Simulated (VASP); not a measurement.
# B2AsH2 (P4/mmm) in VASP: notebook, part 2 of 2

VASP 6.6.1.

## (3) Single point, PBE

This run uses another cell than the first one, of 13.53 Å³/atom.

File INCAR:

```
PREC     = Accurate       # precision mode
ENCUT    = 520            # plane-wave cutoff, eV
EDIFF    = 1E-6           # SCF threshold, eV
ISMEAR   = 0              # smearing method
SIGMA    = 0.1            # smearing width, eV
LREAL    = False          # projectors in reciprocal space
LASPH    = True           # aspherical terms in the spheres
NELM     = 80             # most SCF steps
ALGO     = Normal         # electronic algorithm
ISIF     = 2              # what is computed and relaxed
LWAVE    = False          # write WAVECAR
LCHARG   = True           # write CHGCAR
GGA      = PE             # functional
LELF     = True           # ELF
LVHAR    = True         
NBANDS   = 14             # bands
```

File KPOINTS:

```
regular mesh
0
Gamma
  6 6 4
```

File POSCAR:

```
B2AsH2
1.0
    3.5527143600      0.0000000000      0.0000000000
    0.0000000000      3.5527143600      0.0000000000
    0.0000000000      0.0000000000      5.3596329700
B H As
2 2 1
Direct
    0.0000000000      0.0000000000      0.3049521000
    0.0000000000      0.0000000000      0.6950479000
    0.5000000000      0.5000000000      0.8045115700
    0.5000000000      0.5000000000      0.1954884300
    0.5000000000      0.5000000000      0.5000000000
```

Potentials or basis: VASP PAW PBE potentials, release 64 (B, H, As).

Command:

```bash
$ cat potpaw_PBE.64/B/POTCAR potpaw_PBE.64/H/POTCAR potpaw_PBE.64/As/POTCAR > POTCAR
$ mpirun -np 1 vasp_std > vasp.out
```

Run time: 13 s. Hardware: 1 thread of Intel Xeon 6975P-C (Granite Rapids), shared host; peak memory 0.18 GiB.

The run converged. Its results:

| Item | Value |
| --- | --- |
| Free energy | -15.6348 eV |
| Pressure | -8.5 GPa |
| Largest force | 2.506 eV/Å |
| Band gap on the k mesh | zero (an odd number of electrons rules out a gap without spin polarisation) |

Forces in eV/Å, atoms in the order of the input:
```
B    0.000  0.000  2.506
B    0.000  0.000 -2.506
H    0.000  0.000  0.762
H    0.000  0.000 -0.762
As   0.000  0.000  0.000
```

Stress tensor (GPa, compression positive):
```
 -6.02   0.00   0.00
  0.00  -6.02   0.00
  0.00   0.00 -13.41
```

Levels at points of the mesh, in eV from the Fermi level:
```tsv
k point	band 3	band 4	band 5	band 6	band 7	band 8	band 9	band 10	band 11	band 12
(0.00, 0.00, 0.00)	-4.82	-3.54	-2.07	-2.07	-0.62	1.99	2.99	2.99	5.27	5.36
(0.50, 0.00, 0.00)	-6.14	-3.16	-1.33	-1.24	0.53	0.64	0.85	1.72	3.48	3.63
(0.50, 0.50, 0.00)	-5.39	-5.16	-5.16	-2.07	-0.49	-0.42	0.69	0.69	4.83	4.83
(0.00, 0.00, 0.50)	-4.69	-1.99	-1.99	-1.57	-0.77	2.58	2.58	2.67	3.60	5.46
(0.50, 0.00, 0.50)	-6.91	-4.26	0.56	0.76	0.77	0.96	1.61	1.77	3.02	3.32
(0.50, 0.50, 0.50)	-6.13	-5.07	-5.07	-3.11	-0.02	-0.02	1.49	1.91	6.01	6.05
```

Caveat: the stress differs along the axes, from -13 to -6 GPa; an odd number of electrons without spin polarisation forces a metal; a magnetic or distorted state may lie lower.

## (4) Relaxation of cell and atoms, PBE

This run uses another cell than the first one, of 13.53 Å³/atom.

File INCAR:

```
SYSTEM = B2AsH2
PREC = Accurate
ENCUT = 600
EDIFF = 1E-6
ISMEAR = 0
SIGMA = 0.1
LREAL = .False.
LASPH = .True.
NELM = 80
ALGO = Normal
ISIF = 3
LWAVE = .False.
LCHARG = .False.
GGA = PE
IBRION = 2
NSW = 90
EDIFFG = -0.04
```

File KPOINTS:

```
Automatic mesh
0
Gamma
  6 6 4
  0 0 0
```

POSCAR is that of step 3.

Command:

```bash
$ cat potpaw_PBE.64/B/POTCAR potpaw_PBE.64/H/POTCAR potpaw_PBE.64/As/POTCAR > POTCAR
$ mpirun -np 1 vasp_std > vasp.out
```

Run time: 3.7 min. Hardware: 1 thread of Intel Xeon 6975P-C (Granite Rapids), shared host; peak memory 0.22 GiB.

Results (log left out):

| Property | Result |
| --- | --- |
| Free energy | -18.4449 eV |
| Relaxed volume | 10.75 Å³/atom |
| Relaxed cell | a = 3.286 Å, b = 3.286 Å, c = 4.979 Å, α = 90.00°, β = 90.00°, γ = 90.00° |
| Space group after relaxing (to 0.1 Å) | P4/mmm (No. 123) |
| Pressure after relaxing | -0.3 GPa |
| Largest force after relaxing | 0.040 eV/Å |
| Band gap on the k mesh | zero (an odd number of electrons rules out a gap without spin polarisation) |

Forces in eV/Å, atoms in the order of the input:
```
B    0.000  0.000  0.007
B    0.000  0.000 -0.007
H    0.000  0.000  0.040
H    0.000  0.000 -0.040
As   0.000  0.000  0.000
```

Stress tensor (GPa, compression positive):
```
-0.17  0.00  0.00
 0.00 -0.17  0.00
 0.00  0.00 -0.43
```

Final structure:
```
CELL_PARAMETERS angstrom
3.28619 0.00000 0.00000
0.00000 3.28619 0.00000
0.00000 0.00000 4.97928
ATOMIC_POSITIONS crystal
B 0.00000 0.00000 0.33655
B 0.00000 0.00000 0.66345
H 0.50000 0.50000 0.92099
H 0.50000 0.50000 0.07901
As 0.50000 0.50000 0.50000
```

Levels at points of the mesh, in eV from the Fermi level:
```tsv
k point	band 4	band 5	band 6	band 7	band 8	band 9
(0.00, 0.00, 0.00)	-3.32	-2.78	-2.78	0.28	3.43	4.61
(0.50, 0.00, 0.00)	-3.48	-2.35	-1.21	-0.02	1.24	2.02
(0.50, 0.50, 0.00)	-6.63	-4.75	-1.39	-0.75	0.04	1.45
(0.00, 0.00, 0.50)	-2.71	-2.71	-2.21	0.36	2.57	4.12
(0.50, 0.00, 0.50)	-3.66	-0.04	0.06	0.57	1.28	2.19
(0.50, 0.50, 0.50)	-6.55	-6.52	-1.94	0.56	0.56	1.80
```

Caveat: the volume moved by over 15 % at a fixed basis, so the end points are rough; an odd number of electrons without spin polarisation forces a metal; a magnetic or distorted state may lie lower.

## (5) Single point, PBE

This run uses another cell than the first one, of the same volume but with other edges.

File INCAR:

```
PREC = Accurate
ENCUT = 520
EDIFF = 1E-7
ISMEAR = 0
SIGMA = 0.1
LREAL = False
LASPH = True
NELM = 100
ALGO = Normal
ISIF = 2
LWAVE = False
LCHARG = False
GGA = PE
NBANDS = 14
```

File KPOINTS:

```
regular mesh
0
Gamma
  12 12 8
```

File POSCAR:

```
B2AsH2
1.0
    3.4538626079      0.0000000000      0.0000000000
    0.0000000000      3.4538626079      0.0000000000
    0.0000000000      0.0000000000      4.2818909011
B H As
2 2 1
Direct
    0.0000000000      0.0000000000      0.3109318983
    0.0000000000      0.0000000000      0.6890681017
    0.5000000000      0.5000000000      0.9045740330
    0.5000000000      0.5000000000      0.0954259670
    0.5000000000      0.5000000000      0.5000000000
```

Command:

```bash
$ cat potpaw_PBE.64/B/POTCAR potpaw_PBE.64/H/POTCAR potpaw_PBE.64/As/POTCAR > POTCAR
$ mpirun -np 1 vasp_std > vasp.out
```

It took 48 s on 1 thread of Intel Xeon 6975P-C (Granite Rapids), shared host; peak memory 0.24 GiB.

Results (log left out):

```
Free energy            : -18.5259 eV
Pressure               : 0.1 GPa
Largest force          : 0.019 eV/Å
Band gap on the k mesh : zero (an odd number of electrons rules out a gap without spin polarisation)
```

Forces on the atoms (eV/Å):
```
B    0.000  0.000 -0.018
B    0.000  0.000  0.018
H    0.000  0.000  0.019
H    0.000  0.000 -0.019
As   0.000  0.000  0.000
```

Stress tensor (GPa, compression positive):
```
-0.01  0.00  0.00
 0.00 -0.01  0.00
 0.00  0.00  0.18
```

Levels at points of the mesh, in eV from the Fermi level:
```
           k point  band 3  band 4  band 5  band 6  band 7  band 8  band 9  band 10
(0.00, 0.00, 0.00)   -5.39   -4.19   -3.05   -3.05   -0.92    2.27    4.69     4.71
(0.50, 0.00, 0.00)   -5.24   -3.92   -2.34   -1.32   -0.53    0.40    0.66     1.57
(0.50, 0.50, 0.00)   -6.35   -6.35   -4.40   -2.78   -1.52   -0.01    2.18     2.18
(0.00, 0.00, 0.50)   -5.03   -2.93   -2.74   -2.74    2.31    3.09    3.09     3.74
(0.50, 0.00, 0.50)   -9.46   -4.84   -0.15    0.63    0.81    1.06    1.83     3.75
(0.50, 0.50, 0.50)   -8.28   -5.97   -5.97   -3.53   -0.15   -0.15    3.06     4.85
```

Caveat: an odd number of electrons without spin polarisation forces a metal; a magnetic or distorted state may lie lower.

## (6) Single point, PBE

This run uses another cell than the first one, of 10.15 Å³/atom.

File INCAR:

```
SYSTEM = B2AsH2
PREC     = Accurate       ! precision mode
ENCUT    = 520            ! plane-wave cutoff, eV
EDIFF    = 1E-6           ! SCF threshold, eV
ISMEAR   = 0              ! smearing method
SIGMA    = 0.1            ! smearing width, eV
LREAL    = .FALSE.        ! projectors in reciprocal space
LASPH    = .TRUE.         ! aspherical terms in the spheres
NELM     = 100            ! most SCF steps
ALGO     = Normal         ! electronic algorithm
ISIF     = 2              ! what is computed and relaxed
LWAVE    = .FALSE.        ! write WAVECAR
LCHARG   = .TRUE.         ! write CHGCAR
GGA      = PE             ! functional
LELF     = .TRUE.         ! ELF
LVHAR    = .TRUE.       
NBANDS   = 14             ! bands
```

File KPOINTS:

```
Automatic mesh
0
G
  12 12 10
  0 0 0
```

File POSCAR:

```
B2AsH2
1.0
    3.5064286644      0.0000000000      0.0000000000
    0.0000000000      3.5064286644      0.0000000000
    0.0000000000      0.0000000000      4.1268050937
B H As
2 2 1
Direct
    0.0000000000      0.0000000000      0.3027763414
    0.0000000000      0.0000000000      0.6972236586
    0.5000000000      0.5000000000      0.9012781207
    0.5000000000      0.5000000000      0.0987218793
    0.5000000000      0.5000000000      0.5000000000
```

Potentials or basis: VASP PAW PBE potentials, release 64 (B, H, As).

Command:

```bash
$ cat potpaw_PBE.64/B/POTCAR potpaw_PBE.64/H/POTCAR potpaw_PBE.64/As/POTCAR > POTCAR
$ mpirun -np 1 vasp_std > vasp.out
```

It took 57 s on 1 thread of Intel Xeon 6975P-C (Granite Rapids), shared host; peak memory 0.25 GiB.

Results (log left out):

```
Free energy            : -18.5308 eV
Pressure               : 0.1 GPa
Largest force          : 0.033 eV/Å
Band gap on the k mesh : zero (an odd number of electrons rules out a gap without spin polarisation)
```

Forces on the atoms (eV/Å):
```
B    0.000  0.000 -0.020
B    0.000  0.000  0.020
H    0.000  0.000  0.033
H    0.000  0.000 -0.033
As   0.000  0.000  0.000
```

Stress tensor (GPa, compression positive):
```
-0.02  0.00  0.00
 0.00 -0.02  0.00
 0.00  0.00  0.27
```

Levels at points of the mesh, in eV from the Fermi level:
| k point | band 2 | band 3 | band 4 | band 5 | band 6 | band 7 | band 8 | band 9 | band 10 | band 11 |
| --- | --- | --- | --- | --- | --- | --- | --- | --- | --- | --- |
| (0.00, 0.00, 0.00) | -7.52 | -5.26 | -4.44 | -3.18 | -3.18 | -1.27 | 2.11 | 4.49 | 4.75 | 4.75 |
| (0.50, 0.00, 0.00) | -10.28 | -5.08 | -4.04 | -2.72 | -0.93 | -0.73 | 0.12 | 0.25 | 1.17 | 5.43 |
| (0.50, 0.50, 0.00) | -8.62 | -6.33 | -6.33 | -4.19 | -3.10 | -2.06 | 0.30 | 2.41 | 2.41 | 5.72 |
| (0.00, 0.00, 0.50) | -10.85 | -5.38 | -3.62 | -2.73 | -2.73 | 2.67 | 2.67 | 3.02 | 4.52 | 5.29 |
| (0.50, 0.00, 0.50) | -10.06 | -9.84 | -5.31 | -0.17 | 0.44 | 0.73 | 0.78 | 1.85 | 3.74 | 4.18 |
| (0.50, 0.50, 0.50) | -9.60 | -8.25 | -5.80 | -5.80 | -4.15 | -0.43 | -0.43 | 3.61 | 5.71 | 7.46 |

Caveat: an odd number of electrons without spin polarisation forces a metal; a magnetic or distorted state may lie lower.

## (7) Summary

| task | cell | k mesh | cutoff (eV) | gap on the mesh (eV) | pressure (GPa) | largest force (eV/Å) |
| --- | --- | --- | --- | --- | --- | --- |
| single point | a = 3.314, b = 3.314, c = 4.647 Å, 5 atoms, atomic positions A | 6 × 6 × 4 | 520 | none | -0.1 | 0.04 |
| single point | a = 3.553, b = 3.553, c = 5.360 Å, 5 atoms, atomic positions B | 6 × 6 × 4 | 520 | none | -8.5 | 2.51 |
| relaxation of cell and atoms | relaxed from a = 3.553, b = 3.553, c = 5.360 Å, 5 atoms, atomic positions B | 6 × 6 × 4 | 600 | none | -0.3 | 0.04 |
| single point | a = 3.454, b = 3.454, c = 4.282 Å, 5 atoms, atomic positions C | 12 × 12 × 8 | 520 | none | 0.1 | 0.02 |
| single point | a = 3.506, b = 3.506, c = 4.127 Å, 5 atoms, atomic positions D | 12 × 12 × 10 | 520 | none | 0.1 | 0.03 |

Alike in all rows: level PBE; potentials or basis VASP PAW PBE potentials, release 64 (B, H, As); no spin polarisation; smearing gaussian 0.1 eV.

Caveats: an odd number of electrons without spin polarisation forces a metal; a magnetic or distorted state may lie lower; the stress differs along the axes, from -13 to -6 GPa (at least some runs); the volume moved by over 15 % at a fixed basis, so the end points are rough (at least some runs).

Total energies depend on the potentials used, so only differences within one code and one set of settings carry meaning.
